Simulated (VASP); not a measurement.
# Mo (Im-3m) in VASP: a series of runs

Aim: see how the results for Mo move with the level of theory and the settings. Levels: PBE+D4, PBEsol+D3(BJ), PBE. Tasks: single point.

Program: VASP 6.6.1. These are calculated values, not measurements. Logs are shortened: lines on timing, memory, paths and dates and some standing lists are left out, and cuts for length are marked.

### 1 The cell of the first run

It takes space group Im-3m (No. 229, cubic). The conventional cell has a = 3.137 Å, b = 3.137 Å, c = 3.137 Å, α = 90.00°, β = 90.00°, γ = 90.00°. Within 3.6 Å of Mo (site symmetry m-3m) lie 14 Mo at 2.72 to 3.14 Å.

### 2 Single point, PBE+D4

INCAR reads:

```
SYSTEM = Mo
PREC     = Accurate       ! precision mode
ENCUT    = 520            ! plane-wave cutoff, eV
EDIFF    = 1E-7           ! SCF threshold, eV
ISMEAR   = -1             ! smearing method
SIGMA    = 0.05           ! smearing width, eV
LREAL    = .False.        ! projectors in reciprocal space
LASPH    = .True.         ! aspherical terms in the spheres
NELM     = 80             ! most SCF steps
ALGO     = Normal         ! electronic algorithm
ISIF     = 2              ! what is computed and relaxed
LWAVE    = .False.        ! write WAVECAR
LCHARG   = .False.        ! write CHGCAR
GGA      = PE             ! functional
IVDW     = 13             ! dispersion correction
NBANDS   = 13             ! bands
```

KPOINTS reads:

```
regular mesh
0
Gamma
  12 12 12
  0 0 0
```

POSCAR reads:

```
Mo
1.0
   -1.5684672151      1.5684672151      1.5684672151
    1.5684672151     -1.5684672151      1.5684672151
    1.5684672151      1.5684672151     -1.5684672151
Mo
1
Direct
    0.0000000000      0.0000000000      0.0000000000
```

Potentials or basis: VASP PAW PBE potentials, release 64 (Mo_sv).

On the command line:

```sh
cat potpaw_PBE.64/Mo_sv/POTCAR > POTCAR
mpirun -np 1 vasp_std > vasp.out
```

OUTCAR:

```text
SYSTEM = Mo
   PREC = Accurate
   ENCUT = 520
   EDIFF = 1E-7
   ISMEAR = -1
   LREAL = .False.
   LASPH = .True.
   NELM = 80
   ISIF = 2
   GGA = PE
   IVDW = 13

 ion  position               nearest neighbor table
   1  0.000  0.000  0.000-

  LATTYP: Found a body centered cubic cell.
 ALAT       =     3.1369344302

  Lattice vectors:

 A1 = (  -1.5684672151,   1.5684672151,   1.5684672151)
 A2 = (   1.5684672151,  -1.5684672151,   1.5684672151)
 A3 = (   1.5684672151,   1.5684672151,  -1.5684672151)

Analysis of symmetry for initial positions (statically):
=====================================================================
 Subroutine PRICEL returns:
 Original cell was already a primitive cell.

 Routine SETGRP: Setting up the symmetry group for a
 body centered cubic supercell.

 Subroutine GETGRP returns: Found 48 space group operations
 (whereof 48 operations were pure point group operations)
 out of a pool of 48 trial point group operations.

The static configuration has the point symmetry O_h .

Analysis of symmetry for dynamics (positions and initial velocities):
=====================================================================
 Subroutine PRICEL returns:
 Original cell was already a primitive cell.

 Routine SETGRP: Setting up the symmetry group for a
 body centered cubic supercell.

 Subroutine GETGRP returns: Found 48 space group operations
 (whereof 48 operations were pure point group operations)
 out of a pool of 48 trial point group operations.

The dynamic configuration has the point symmetry O_h .

 Subroutine INISYM returns: Found 48 space group operations
 (whereof 48 operations are pure point group operations),
 and found     1 'primitive' translations

----------------------------------------------------------------------------------------

                                     Primitive cell

  volume of cell :      15.4343

  direct lattice vectors                    reciprocal lattice vectors
    -1.568467215  1.568467215  1.568467215     0.000000000  0.318782564  0.318782564
     1.568467215 -1.568467215  1.568467215     0.318782564  0.000000000  0.318782564
     1.568467215  1.568467215 -1.568467215     0.318782564  0.318782564  0.000000000

  length of vectors
     2.716664907  2.716664907  2.716664907     0.450826625  0.450826625  0.450826625

  position of ions in fractional coordinates (direct lattice)
     0.000000000  0.000000000  0.000000000

  ion indices of the primitive-cell ions
   primitive index   ion index
                 1           1

----------------------------------------------------------------------------------------

 KPOINTS: regular mesh

Automatic generation of k-mesh.
 Grid dimensions read from file:
 generate k-points for:   12   12   12

 Generating k-lattice:

  Cartesian coordinates                     Fractional coordinates (reciprocal lattice)
     0.000000000  0.026565214  0.026565214     0.083333333  0.000000000  0.000000000
     0.026565214  0.000000000  0.026565214     0.000000000  0.083333333  0.000000000
     0.026565214  0.026565214  0.000000000     0.000000000  0.000000000  0.083333333

  Length of vectors
     0.037568885  0.037568885  0.037568885

  Shift w.r.t. Gamma in fractional coordinates (k-lattice)
     0.000000000  0.000000000  0.000000000

 Subroutine IBZKPT returns following result:
 ===========================================

 Found     72 irreducible k-points:

 Following reciprocal coordinates:
            Coordinates               Weight
  0.000000  0.000000  0.000000      1.000000
  0.083333  0.000000  0.000000     12.000000
  0.166667  0.000000  0.000000     12.000000
  0.250000  0.000000  0.000000     12.000000
  0.333333  0.000000  0.000000     12.000000
  0.416667  0.000000  0.000000     12.000000
[... 16 lines left out ...]
  0.333333  0.083333  0.083333     24.000000
  0.416667  0.083333  0.083333     12.000000
 [... further k-points ...]
   k-points           NKPTS =     72   k-points in BZ     NKDIM =     72   number of bands    NBANDS=     13
   number of dos      NEDOS =    301   number of ions     NIONS =      1
   total plane-waves  NPLWV =   8000
   dimension x,y,z NGX =    20 NGY =   20 NGZ =   20
   dimension x,y,z NGXF=    40 NGYF=   40 NGZF=   40
   ions per type =               1
   NGX,Y,Z   is equivalent  to a cutoff of  12.24, 12.24, 12.24 a.u.
   NGXF,Y,Z  is equivalent  to a cutoff of  24.48, 24.48, 24.48 a.u.
 SYSTEM =  Mo
   PREC   = accura    normal or accurate (medium, high low for compatibility)
   ISTART =      0    job   : 0-new  1-cont  2-samecut
   ICHARG =      2    charge: 1-file 2-atom 10-const
   ISPIN  =      1    spin polarized calculation?
   LNONCOLLINEAR =      F non collinear calculations
   LSORBIT =      F    spin-orbit coupling
   LASPH  =      T    aspherical Exc in radial PAW
   ENCUT  =  520.0 eV  38.22 Ry    6.18 a.u.   5.05  5.05  5.05*2*pi/ulx,y,z
   NELM   =     80;   NELMIN=  2; NELMDL= -5     # of ELM steps
   EDIFF  = 0.1E-06   stopping-criterion for ELM
   LREAL  =      F    real-space projection
   EDIFFG = 0.1E-05   stopping-criterion for IOM
   NSW    =      0    number of steps for IOM
   IBRION =     -1    ionic relax: 0-MD 1-quasi-New 2-CG
   NFREE  =      0    steps in history (QN), initial steepest desc. (CG)
   ISIF   =      2    stress and relaxation
   ISYM   =      2    0-nonsym 1-usesym 2-fastsym
   POTIM  = 0.5000    time-step for ionic-motion
   TEBEG  =    0.0;   TEEND  =   0.0 temperature during run
   PSTRESS=    0.0 pullay stress
   NELECT =      14.0000    total number of electrons
   NUPDOWN=      -1.0000    fix difference up-down
   EMIN   =  10.00;   EMAX   =-10.00  energy-range for DOS
   EFERMI =   0.00;   METHOD = LEGACY
   ISMEAR =    -1;   SIGMA  =   0.05  broadening in eV -4-tet -1-fermi 0-gaus
   EFERMI_NEDOS =   21; number of points for ismear=-14 and -15
   IALGO  =     38    algorithm
   IMIX   =      4    mixing-type and parameters
     AMIX     =   0.40;   BMIX     =  1.00
     AMIX_MAG =   1.60;   BMIX_MAG =  1.00
  volume/ion in A,a.u.               =      15.43       104.16
  Fermi-wavevector in a.u.,A,eV,Ry     =   1.584730  2.994706 34.169271  2.511371
  Thomas-Fermi vector in A             =   2.684303
   LORBIT       =      0    0 simple, 1 ext, 2 COOP (PROOUT), +10 PAW based schemes
   GGA     = PE    functional components
   LHFCALC =     F    Hartree Fock is set to
   AEXX    =    0.0000 exact exchange contribution
   IVDW    =    13    specifies the selected vdW correction
   LEPSILON=     F    determine dielectric tensor
   LRPA    =     F    only Hartree local field effects (RPA)
 non-spin polarized calculation
  energy-cutoff  :      520.00
  volume of cell :       15.43
 maximum number of plane-waves:       430
   NGX = 11   NGY = 11   NGZ = 11

 number of electron      13.9999999 magnetization

 Free energy of the ion-electron system (eV)
  ---------------------------------------------------
  ext. energy  EPLUGINS =         0.00000000
  ---------------------------------------------------
  free energy    TOTEN  =       -10.94380279 eV

  energy without entropy =      -10.94143356  energy(sigma->0) =      -10.94261818

 E-fermi :  12.7490     XC(G=0): -13.4623

 val. band max:       12.6822751667   @ k =  -0.1667   0.2500   0.0833
 cond. band min:      12.7686481839   @ k =   0.5000   0.5000   0.0833
 fundamental gap:      0.0863730172
 Fermi energy:        12.7490262656

 k-point     1 :       0.0000    0.0000    0.0000
  band No.  band energies     occupation
      1     -48.4838      2.00000
      2     -21.7200      2.00000
      3     -21.7200      2.00000
      4     -21.7200      2.00000
      5       5.5219      2.00000
      6      11.4111      2.00000
      7      11.4111      2.00000
      8      11.4111      2.00000
      9      14.4838      0.00000
     10      14.4838      0.00000
     11      27.6505      0.00000
     12      27.6505      0.00000
     13      27.6505      0.00000

 k-point     2 :       0.0833    0.0000    0.0000
  band No.  band energies     occupation
      1     -48.4655      2.00000
      2     -21.8245      2.00000
      3     -21.7521      2.00000
      4     -21.7208      2.00000
      5       5.8305      2.00000
      6      11.2371      2.00000
      7      11.3781      2.00000
      8      11.7036      2.00000
      9      14.2396      0.00000
     10      14.4891      0.00000
     11      27.8756      0.00000
     12      28.1735      0.00000
     13      28.2508      0.00000

 k-point     3 :       0.1667    0.0000    0.0000
  band No.  band energies     occupation
      1     -48.4153      2.00000
      2     -22.1043      2.00000
      3     -21.8391      2.00000
      4     -21.7230      2.00000
      5       6.6415      2.00000
      6      10.7956      2.00000
      7      11.2270      2.00000
      8      12.5533      1.96087
      9      13.8997      0.00000
     10      14.5290      0.00000
     11      28.1999      0.00000
     12      29.3408      0.00000
     13      29.6495      0.00000
[... 305 lines left out ...]
 k-point    23 :       0.3333    0.0833    0.0833
  band No.  band energies     occupation
      1     -48.2164      2.00000
      2     -23.0187      2.00000
      3     -22.2074      2.00000
      4     -21.8274      2.00000
      5       8.1083      2.00000
      6       9.4229      2.00000
      7      12.4541      1.99453
      8      14.6126      0.00000
      9      15.1065      0.00000
     10      18.5523      0.00000
     11      25.0173      0.00000
     12      25.7678      0.00000
     13      29.5429      0.00000

 k-point    24 :       0.4167    0.0833    0.0833
  band No.  band energies     occupation
      1     -48.1994      2.00000
      2     -23.0820      2.00000
      3     -22.2535      2.00000
      4     -21.8305      2.00000
      5       7.9864      2.00000
      6       9.3343      2.00000
      7      13.1532      0.00062
      8      14.6862      0.00000
      9      15.1911      0.00000
     10      19.2741      0.00000
     11      24.0434      0.00000
     12      25.3570      0.00000
     13      29.0120      0.00000

 [... further k-points ...]

------------------------ aborting loop because EDIFF is reached ----------------------------------------

  DFT-D4 for vdW energy calculation

  Edisp (eV):   -0.61647

  FORCE on cell =-STRESS in cart. coord.  units (eV):
  Direction    XX          YY          ZZ          XY          YZ          ZX
  --------------------------------------------------------------------------------------
  -------------------------------------------------------------------------------------
  Total       0.05333     0.05333     0.05333     0.00000    -0.00000     0.00000
  in kB       5.53607     5.53607     5.53607     0.00000    -0.00000     0.00000
  external pressure =        5.54 kB  Pullay stress =        0.00 kB

 VOLUME and BASIS-vectors are now :
 -----------------------------------------------------------------------------
  energy-cutoff  :      520.00
  volume of cell :       15.43
      direct lattice vectors                 reciprocal lattice vectors
    -1.568467215  1.568467215  1.568467215     0.000000000  0.318782564  0.318782564
     1.568467215 -1.568467215  1.568467215     0.318782564  0.000000000  0.318782564
     1.568467215  1.568467215 -1.568467215     0.318782564  0.318782564  0.000000000

 POSITION                                       TOTAL-FORCE (eV/Angst)
 -----------------------------------------------------------------------------------
      0.00000      0.00000      0.00000         0.000000      0.000000      0.000000
 -----------------------------------------------------------------------------------
    total drift:                                0.000000     -0.000000      0.000000

  FREE ENERGIE OF THE ION-ELECTRON SYSTEM (eV)
  ---------------------------------------------------
  free  energy   TOTEN  =       -11.5602719147 eV

  energy  without entropy=      -11.5579026837  energy(sigma->0) =      -11.55908730
```

Run time: 17 s. Hardware: 1 thread of Intel Xeon 8259CL, shared host; peak memory 0.13 GiB.

Results:

- Free energy: -11.5603 eV
- Pressure: 0.6 GPa
- Band gap on the k mesh: zero (band 7 reaches 16.85 eV, above the bottom of band 8 at 11.41 eV)
- Dispersion energy per atom: -0.616 eV

Caveat: pairwise dispersion overbinds metals, which lowers pressure and volume.

### 3 Single point, PBEsol+D3(BJ)

This run uses another cell than the first one, of 14.92 Å³/atom, 0.966 times its volume.

INCAR reads:

```
SYSTEM = Mo
PREC = Accurate
ENCUT = 520
EDIFF = 1E-7
ISMEAR = -1
SIGMA = 0.05
LREAL = .FALSE.
LASPH = .TRUE.
NELM = 80
ALGO = Normal
ISIF = 2
LWAVE = .FALSE.
LCHARG = .FALSE.
GGA = PS
IVDW = 12
NBANDS = 13
```

KPOINTS reads:

```
Automatic mesh
0
G
  12 12 12
  0 0 0
```

POSCAR reads:

```
Mo
1.0
   -1.5506987591      1.5506987591      1.5506987591
    1.5506987591     -1.5506987591      1.5506987591
    1.5506987591      1.5506987591     -1.5506987591
Mo
1
Direct
    0.0000000000      0.0000000000      0.0000000000
```

Potentials or basis: VASP PAW PBE potentials, release 64 (Mo_sv).

On the command line:

```sh
cat potpaw_PBE.64/Mo_sv/POTCAR > POTCAR
mpirun -np 1 vasp_std > vasp.out
```

Wall time 17 s (1 thread of Intel Xeon 8259CL, shared host); peak memory 0.14 GiB.

The run converged. Its results:

```
Free energy                : -12.5224 eV
Pressure                   : 0.6 GPa
Band gap on the k mesh     : zero (band 7 reaches 17.52 eV, above the bottom of band 8 at 11.77 eV)
Dispersion energy per atom : -0.739 eV
```

Levels at points of the mesh, in eV from the Fermi level:
```
           k point  band 3  band 4  band 5  band 6  band 7  band 8  band 9  band 10  band 11  band 12
(0.00, 0.00, 0.00)  -34.31  -34.31   -7.37   -1.40   -1.40   -1.40    1.79     1.79    14.94    14.94
(0.50, 0.00, 0.00)  -34.83  -34.33   -5.58   -3.58    1.86    1.86    2.53     5.18    12.09    12.44
(0.50, 0.50, 0.50)  -35.43  -35.43   -5.78   -5.78    4.35    4.35    4.35     9.46     9.46     9.46
```

Caveat: the PAW data sets were made with another functional, which shifts forces and pressure a little; pairwise dispersion overbinds metals, which lowers pressure and volume.

### 4 Single point, PBE

This run uses another cell than the first one, of 14.77 Å³/atom, 0.957 times its volume.

INCAR reads:

```
  PREC = Accurate
  ENCUT = 520
  EDIFF = 1E-6
  ISMEAR = -1
  SIGMA = 0.05
  LREAL = F
  LASPH = T
  NELM = 100
  ALGO = Normal
  ISIF = 2
  LWAVE = F
  LCHARG = T
  GGA = PE
  LELF = T
  LVHAR = T
  NBANDS = 13
```

KPOINTS reads:

```
regular mesh
0
Gamma
  12 12 12
```

POSCAR reads:

```
Mo
1.0
   -1.5455214835      1.5455214835      1.5455214835
    1.5455214835     -1.5455214835      1.5455214835
    1.5455214835      1.5455214835     -1.5455214835
Mo
1
Direct
    0.0000000000      0.0000000000      0.0000000000
```

On the command line:

```sh
cat potpaw_PBE.64/Mo_sv/POTCAR > POTCAR
mpirun -np 1 vasp_std > vasp.out
```

Run time: 18 s. Hardware: 1 thread of Intel Xeon 8259CL, shared host; peak memory 0.13 GiB.

Results (log left out):

```
Free energy            : -10.8877 eV
Pressure               : 20.7 GPa
Band gap on the k mesh : zero (band 7 reaches 17.84 eV, above the bottom of band 8 at 12.05 eV)
```

Levels at points of the mesh, in eV from the Fermi level:
| k point | band 5 | band 6 | band 7 | band 8 | band 9 | band 10 |
| --- | --- | --- | --- | --- | --- | --- |
| (0.00, 0.00, 0.00) | -7.36 | -1.42 | -1.42 | -1.42 | 1.82 | 1.82 |
| (0.50, 0.00, 0.00) | -5.62 | -3.63 | 1.88 | 1.92 | 2.56 | 5.21 |
| (0.50, 0.50, 0.50) | -5.84 | -5.84 | 4.37 | 4.37 | 4.37 | 9.58 |

### 5 Overview

```tsv
level	cell	gap on the mesh (eV)	pressure (GPa)
PBE+D4	a = 2.717 Å, angles 109.5°, 1 atom	none	0.6
PBEsol+D3(BJ)	a = 2.686 Å, angles 109.5°, 1 atom	none	0.6
PBE	a = 2.677 Å, angles 109.5°, 1 atom	none	20.7
```

Alike in all rows: task single point; potentials or basis VASP PAW PBE potentials, release 64 (Mo_sv); no spin polarisation; k mesh 12 × 12 × 12; cutoff (eV) 520; smearing fermi-dirac 0.05 eV.

Caveats: pairwise dispersion overbinds metals, which lowers pressure and volume (some runs); the PAW data sets were made with another functional, which shifts forces and pressure a little (some runs).

Absolute energies hang on the potentials; compare differences alone.
